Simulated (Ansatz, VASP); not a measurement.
**Sr in VASP and in Ansatz**

```
Sr
1.0
     0.00000    3.04235    3.04235
     3.04235    0.00000    3.04235
     3.04235    3.04235    0.00000
Sr
1
Direct
  0.00000 0.00000 0.00000
```

Alike in both runs: functional BLYP; k mesh 9 × 9 × 9; occupations fermi-dirac, width 0.1 eV; no spin polarisation.

Ansatz relaxed the structure, and its values are those at the end. VASP's run is a single point on that final structure, the one shown.

|  | VASP | Ansatz |
| --- | --- | --- |
| version | VASP 6.6.1 | Ansatz 0.2.0 |
| potentials or method | VASP PAW PBE potentials, release 64 (Sr_sv), cutoff 520 eV | plane waves (420 eV) with PAW, scalar-relativistic |
| valence electrons in the cell | 10 | 10 |

```tsv
	VASP	Ansatz	Ansatz less VASP
pressure (GPa)	0.0	0.0	0.00
```

VASP's potentials were made for PBE, not for BLYP. The functional is the same, so the differences come from potentials, cutoffs and numerics.
